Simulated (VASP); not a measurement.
# Ir (P6_3/mmc) in VASP: notebook

The runs below take Ir through relaxation of cell and atoms, with LDA.

All numbers are computed with VASP 6.6.1; they aren't measurements. Logs are shortened: lines on timing, memory, paths and dates and some standing lists are left out, and cuts for length are marked.

## 1. The cell of the first run

Symmetry: P6_3/mmc, No. 194, hexagonal system. Conventional cell: a = 2.710 Å, b = 2.710 Å, c = 4.425 Å, α = 90.00°, β = 90.00°, γ = 120.00°. Within 3.6 Å of Ir (site symmetry -6m2) lie 12 Ir at 2.71 Å.

## 2. Relaxation of cell and atoms, LDA

Contents of INCAR:

```
SYSTEM = Ir
ALGO = Normal
EDIFF = 1E-6
EDIFFG = -0.01
ENCUT = 600
GGA = CA
IBRION = 2
ISIF = 3
ISMEAR = 1
LASPH = .True.
LCHARG = .False.
LREAL = .False.
LWAVE = .False.
NELM = 80
NSW = 80
PREC = Accurate
SIGMA = 0.1
```

Contents of KPOINTS:

```
k-points
0
Gamma
  9 9 5
  0 0 0
```

Contents of POSCAR:

```
Ir
1.0
    2.7100000000      0.0000000000      0.0000000000
   -1.3550000000      2.3469288443      0.0000000000
    0.0000000000      0.0000000000      4.4254300000
Ir
2
Direct
    0.3333333333      0.6666666667      0.2500000000
    0.6666666667      0.3333333333      0.7500000000
```

Potentials or basis: VASP PAW LDA potentials, release 64 (Ir).

The run is started by

```console
> cat potpaw_LDA.64/Ir/POTCAR > POTCAR
> mpirun -np 1 vasp_std > vasp.out
```

OUTCAR:

```text
SYSTEM = Ir
   EDIFF = 1E-6
   EDIFFG = -0.01
   ENCUT = 600
   GGA = CA
   IBRION = 2
   ISIF = 3
   ISMEAR = 1
   LASPH = .True.
   LREAL = .False.
   NELM = 80
   NSW = 80
   PREC = Accurate

 ion  position               nearest neighbor table
   1  0.333  0.667  0.250-   2 2.71   2 2.71   2 2.71   2 2.71   2 2.71   2 2.71
   2  0.667  0.333  0.750-   1 2.71   1 2.71   1 2.71   1 2.71   1 2.71   1 2.71

  LATTYP: Found a hexagonal cell.
 ALAT       =     2.7100000000
 C/A-ratio  =     1.6330000000

  Lattice vectors:

 A1 = (   2.7100000000,   0.0000000000,   0.0000000000)
 A2 = (  -1.3550000000,   2.3469288443,   0.0000000000)
 A3 = (   0.0000000000,   0.0000000000,   4.4254300000)

Analysis of symmetry for initial positions (statically):
=====================================================================
 Subroutine PRICEL returns:
 Original cell was already a primitive cell.

 Routine SETGRP: Setting up the symmetry group for a
 hexagonal supercell.

 Subroutine GETGRP returns: Found 24 space group operations
 (whereof 12 operations were pure point group operations)
 out of a pool of 24 trial point group operations.

The static configuration has the point symmetry D_3d.
 The point group associated with its full space group is D_6h.

Analysis of symmetry for dynamics (positions and initial velocities):
=====================================================================
 Subroutine PRICEL returns:
 Original cell was already a primitive cell.

 Routine SETGRP: Setting up the symmetry group for a
 hexagonal supercell.

 Subroutine GETGRP returns: Found 24 space group operations
 (whereof 12 operations were pure point group operations)
 out of a pool of 24 trial point group operations.

The dynamic configuration has the point symmetry D_3d.
 The point group associated with its full space group is D_6h.

 Subroutine INISYM returns: Found 24 space group operations
 (whereof 12 operations are pure point group operations),
 and found     1 'primitive' translations

----------------------------------------------------------------------------------------

                                     Primitive cell

  volume of cell :      28.1465

  direct lattice vectors                    reciprocal lattice vectors
     2.710000000  0.000000000  0.000000000     0.369003690  0.213044380  0.000000000
    -1.355000000  2.346928844  0.000000000     0.000000000  0.426088760  0.000000000
     0.000000000  0.000000000  4.425430000     0.000000000  0.000000000  0.225966742

  length of vectors
     2.710000000  2.710000000  4.425430000     0.426088760  0.426088760  0.225966742

  position of ions in fractional coordinates (direct lattice)
     0.333333333  0.666666667  0.250000000
     0.666666667  0.333333333  0.750000000

  ion indices of the primitive-cell ions
   primitive index   ion index
                 1           1
                 2           2

----------------------------------------------------------------------------------------

 KPOINTS: k-points

Automatic generation of k-mesh.
 Grid dimensions read from file:
 generate k-points for:    9    9    5

 Generating k-lattice:

  Cartesian coordinates                     Fractional coordinates (reciprocal lattice)
     0.041000410  0.023671598  0.000000000     0.111111111 -0.000000000  0.000000000
     0.000000000  0.047343196  0.000000000     0.000000000  0.111111111  0.000000000
     0.000000000  0.000000000  0.045193348     0.000000000  0.000000000  0.200000000

  Length of vectors
     0.047343196  0.047343196  0.045193348

  Shift w.r.t. Gamma in fractional coordinates (k-lattice)
     0.000000000  0.000000000  0.000000000

 Subroutine IBZKPT returns following result:
 ===========================================

 Found     36 irreducible k-points:

 Following reciprocal coordinates:
            Coordinates               Weight
  0.000000  0.000000  0.000000      1.000000
  0.111111 -0.000000  0.000000      6.000000
  0.222222  0.000000  0.000000      6.000000
  0.333333 -0.000000  0.000000      6.000000
  0.444444  0.000000  0.000000      6.000000
  0.111111  0.111111  0.000000      6.000000
[... 16 lines left out ...]
  0.333333  0.222222  0.200000     24.000000
  0.333333  0.333333  0.200000      4.000000
 [... further k-points ...]
   k-points           NKPTS =     36   k-points in BZ     NKDIM =     36   number of bands    NBANDS=     13
   number of dos      NEDOS =    301   number of ions     NIONS =      2
   total plane-waves  NPLWV =  20736
   dimension x,y,z NGX =    24 NGY =   24 NGZ =   36
   dimension x,y,z NGXF=    48 NGYF=   48 NGZF=   72
   ions per type =               2
   NGX,Y,Z   is equivalent  to a cutoff of  14.72, 14.72, 13.52 a.u.
   NGXF,Y,Z  is equivalent  to a cutoff of  29.45, 29.45, 27.05 a.u.
 SYSTEM =  Ir
   PREC   = accura    normal or accurate (medium, high low for compatibility)
   ISTART =      0    job   : 0-new  1-cont  2-samecut
   ICHARG =      2    charge: 1-file 2-atom 10-const
   ISPIN  =      1    spin polarized calculation?
   LNONCOLLINEAR =      F non collinear calculations
   LSORBIT =      F    spin-orbit coupling
   LASPH  =      T    aspherical Exc in radial PAW
   ENCUT  =  600.0 eV  44.10 Ry    6.64 a.u.   5.41  5.41  8.84*2*pi/ulx,y,z
   NELM   =     80;   NELMIN=  2; NELMDL= -5     # of ELM steps
   EDIFF  = 0.1E-05   stopping-criterion for ELM
   LREAL  =      F    real-space projection
   EDIFFG = -.1E-01   stopping-criterion for IOM
   NSW    =     80    number of steps for IOM
   IBRION =      2    ionic relax: 0-MD 1-quasi-New 2-CG
   NFREE  =      1    steps in history (QN), initial steepest desc. (CG)
   ISIF   =      3    stress and relaxation
   ISYM   =      2    0-nonsym 1-usesym 2-fastsym
   POTIM  = 0.5000    time-step for ionic-motion
   TEBEG  =    0.0;   TEEND  =   0.0 temperature during run
   PSTRESS=    0.0 pullay stress
   NELECT =      18.0000    total number of electrons
   NUPDOWN=      -1.0000    fix difference up-down
   EMIN   =  10.00;   EMAX   =-10.00  energy-range for DOS
   EFERMI =   0.00;   METHOD = LEGACY
   ISMEAR =     1;   SIGMA  =   0.10  broadening in eV -4-tet -1-fermi 0-gaus
   EFERMI_NEDOS =   21; number of points for ismear=-14 and -15
   IALGO  =     38    algorithm
   IMIX   =      4    mixing-type and parameters
     AMIX     =   0.40;   BMIX     =  1.00
     AMIX_MAG =   1.60;   BMIX_MAG =  1.00
  volume/ion in A,a.u.               =      14.07        94.97
  Fermi-wavevector in a.u.,A,eV,Ry     =   1.410449  2.665362 27.066979  1.989367
  Thomas-Fermi vector in A             =   2.532402
   LORBIT       =      0    0 simple, 1 ext, 2 COOP (PROOUT), +10 PAW based schemes
   GGA     = CA    functional components
   LHFCALC =     F    Hartree Fock is set to
   AEXX    =    0.0000 exact exchange contribution
   IVDW    =     0    specifies the selected vdW correction
   LEPSILON=     F    determine dielectric tensor
   LRPA    =     F    only Hartree local field effects (RPA)
 conjugate gradient relaxation of ions
 non-spin polarized calculation
 Methfessel and Paxton  Order N= 1 SIGMA  =   0.10
  energy-cutoff  :      600.00
  volume of cell :       28.15
 maximum number of plane-waves:       966
 NGX is ok and might be reduce to    24
   NGX = 11   NGY = 11   NGZ = 17

--------------------------------------- Ionic step        1  -------------------------------------------

 number of electron      18.0000001 magnetization

 Free energy of the ion-electron system (eV)
  ---------------------------------------------------
  ext. energy  EPLUGINS =         0.00000000
  ---------------------------------------------------
  free energy    TOTEN  =       -20.48603116 eV

  energy without entropy =      -20.48564572  energy(sigma->0) =      -20.48590268

------------------------ aborting loop because EDIFF is reached ----------------------------------------

  FORCE on cell =-STRESS in cart. coord.  units (eV):
  Direction    XX          YY          ZZ          XY          YZ          ZX
  --------------------------------------------------------------------------------------
  -------------------------------------------------------------------------------------
  Total       -0.1676434     -0.1676434     -0.9297278      0.0000000     -0.0000000      0.0000000
  in kB       -9.5427216     -9.5427216    -52.9226663      0.0000000     -0.0000000      0.0000000
  external PRESSURE =     -24.0027032 kB  Pullay stress =       0.0000000 kB
[... 129 lines left out ...]
  energy  without entropy=      -20.4895167603  energy(sigma->0) =      -20.48869697

--------------------------------------- Ionic step        5  -------------------------------------------

 number of electron      18.0000001 magnetization

 Free energy of the ion-electron system (eV)
  ---------------------------------------------------
  ext. energy  EPLUGINS =         0.00000000
  ---------------------------------------------------
  free energy    TOTEN  =       -20.48924208 eV

  energy without entropy =      -20.48986504  energy(sigma->0) =      -20.48944974

 E-fermi :  10.5563     XC(G=0): -14.2039

 val. band max:       10.5214786453   @ k =   0.4444   0.1111   0.2000
 cond. band min:      10.5674003987   @ k =   0.3333   0.3333   0.0000
 fundamental gap:      0.0459217534
 Fermi energy:        10.5562861408

 k-point     1 :       0.0000    0.0000    0.0000
  band No.  band energies     occupation
      1      -0.7182      2.00000
      2       2.2977      2.00000
      3       6.5634      2.00000
      4       6.6950      2.00000
      5       6.6950      2.00000
      6       7.3723      2.00000
      7       7.3723      2.00000
      8       8.1667      2.00000
      9       8.1667      2.00000
     10       9.8166      2.00000
     11      10.8946     -0.00002
     12      10.8946     -0.00002
     13      17.8132      0.00000
[... 353 lines left out ...]
 k-point    24 :       0.3333    0.3333    0.2000
  band No.  band energies     occupation
      1       3.9143      2.00000
      2       4.4675      2.00000
      3       4.4675      2.00000
      4       5.4279      2.00000
      5       6.3230      2.00000
      6       6.3230      2.00000
      7       8.0690      2.00000
      8       9.9997      2.00000
      9      10.7299     -0.03400
     10      10.7299     -0.03400
     11      15.6711      0.00000
     12      15.6711      0.00000
     13      17.8547      0.00000

 [... further k-points ...]

------------------------ aborting loop because EDIFF is reached ----------------------------------------

  FORCE on cell =-STRESS in cart. coord.  units (eV):
  Direction    XX          YY          ZZ          XY          YZ          ZX
  --------------------------------------------------------------------------------------
  -------------------------------------------------------------------------------------
  Total       -0.0061732     -0.0061732     -0.0151269     -0.0000000      0.0000000      0.0000000
  in kB       -0.3534658     -0.3534658     -0.8661436     -0.0000000      0.0000000      0.0000000
  external PRESSURE =      -0.5243584 kB  Pullay stress =       0.0000000 kB
[... 17 lines left out ...]
  FREE ENERGIE OF THE ION-ELECTRON SYSTEM (eV)
  ---------------------------------------------------
  free  energy   TOTEN  =       -20.4892420848 eV

  energy  without entropy=      -20.4898650355  energy(sigma->0) =      -20.48944974

 reached required accuracy - stopping structural energy minimisation
```

It took 23 s on 1 thread of Intel Xeon Platinum 8375C at 2.90GHz (Ice Lake), shared host; peak memory 0.15 GiB.

What came out:

```yaml
Free_energy: -20.4892 eV
Relaxed_volume: 13.99 Å³/atom
Relaxed_cell: a = 2.711 Å, b = 2.711 Å, c = 4.395 Å, α = 90.00°, β = 90.00°, γ = 120.00°
Space_group_after_relaxing_to_0.05_Å: P6_3/mmc (No. 194)
Energy_gained_by_relaxing: 1.6 meV/atom
Ionic_steps: 5
Pressure_after_relaxing: -0.1 GPa
Band_gap_on_the_k_mesh: zero (band 9 reaches 11.58 eV, above the bottom of band 10 at 8.43 eV)
```

The path:
| step | energy change (eV) | largest force (eV/Å) | pressure (GPa) | volume (Å³) |
| --- | --- | --- | --- | --- |
| 1 | 0.0000 | 0.0000 | -2.40 | 28.15 |
| 2 | 0.0237 | 0.0000 | 10.72 | 27.29 |
| 3 | -0.0028 | 0.0000 | 0.61 | 27.93 |
| 4 | -0.0023 | 0.0000 | -1.10 | 28.06 |
| 5 | -0.0032 | 0.0000 | -0.05 | 27.98 |

Final structure:
```
CELL_PARAMETERS angstrom
2.71142 0.00000 0.00000
-1.35571 2.34815 0.00000
0.00000 0.00000 4.39489
ATOMIC_POSITIONS crystal
Ir 0.33333 0.66667 0.25000
Ir 0.66667 0.33333 0.75000
```

Caveat: spin-orbit coupling is left out, which moves the levels of the heavy elements.

[end of part 1 of 2]
